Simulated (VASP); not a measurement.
# Al3Cu: single point with PBEsol

Al3Cu:

```
Al Cu
1.0
     2.72409    0.00000    0.00000
     0.00000    2.72409    0.00000
     0.00000    0.00000    7.65509
Al Cu
3 1
Cartesian
  0.0000 0.0000 3.8275
  1.3620 1.3620 1.7126
  1.3620 1.3620 5.9425
  0.0000 0.0000 0.0000
```

This cell differs from its parent crystal: biaxial strain in the a-b plane: -2.0 %, then relaxed in part.

```json
{
  "Program": "VASP 6.6.1",
  "Task": "single point",
  "Functional": "PBEsol",
  "Potentials or basis": "VASP PAW PBE potentials, release 64 (Al, Cu)",
  "Cutoff": "520 eV",
  "k mesh": "18 × 18 × 8",
  "Occupations": "gaussian, width 0.1 eV",
  "Spin": "no spin polarisation",
  "Dipole correction": "no",
  "Further INCAR settings": "ALGO = Fast; EDIFF = 1e-06; NBANDS = 18"
}
```

| Quantity | Value |
| --- | --- |
| Pressure | 3.8 GPa |
| Largest force | 0.021 eV/Å |
| Band gap on the k mesh | zero (bands 10 and 11 overlap by 5.63 eV) |

Forces on the atoms (eV/Å):
```
Al   0.000  0.000  0.000
Al   0.000  0.000  0.021
Al   0.000  0.000 -0.021
Cu   0.000  0.000  0.000
```

Stress tensor (GPa, compression positive):
```
5.59 0.00 0.00
0.00 5.59 0.00
0.00 0.00 0.27
```

Levels at points of the mesh, in eV from the Fermi level:
| k point | band 7 | band 8 | band 9 | band 10 | band 11 | band 12 | band 13 | band 14 |
| --- | --- | --- | --- | --- | --- | --- | --- | --- |
| (0.00, 0.00, 0.00) | -3.71 | -3.28 | -2.23 | 0.13 | 6.57 | 7.15 | 7.15 | 8.06 |
| (0.50, 0.00, 0.00) | -3.81 | -3.79 | -3.61 | -2.48 | -1.85 | 2.40 | 3.71 | 3.78 |
| (0.50, 0.50, 0.00) | -2.47 | -0.37 | -0.22 | 0.18 | 0.18 | 0.48 | 0.48 | 0.72 |
| (0.00, 0.00, 0.50) | -3.71 | -3.71 | -3.28 | 3.56 | 5.13 | 6.55 | 7.67 | 7.67 |
| (0.50, 0.00, 0.50) | -3.79 | -3.61 | -2.68 | -1.20 | -1.14 | -0.02 | 0.68 | 8.32 |
| (0.50, 0.50, 0.50) | -1.76 | -1.65 | -1.65 | -0.41 | -0.41 | 0.73 | 1.93 | 3.25 |

Run time: 2.9 min on 1 thread of AMD EPYC 9R45 96-Core Processor (Zen 5) (shared host), peak memory 0.33 GiB.

Caveat: the cell differs from its parent crystal (biaxial strain in the a-b plane: -2.0 %, then relaxed in part); the cell stands under pressure; the PAW data sets were made with another functional, which shifts forces and pressure a little.
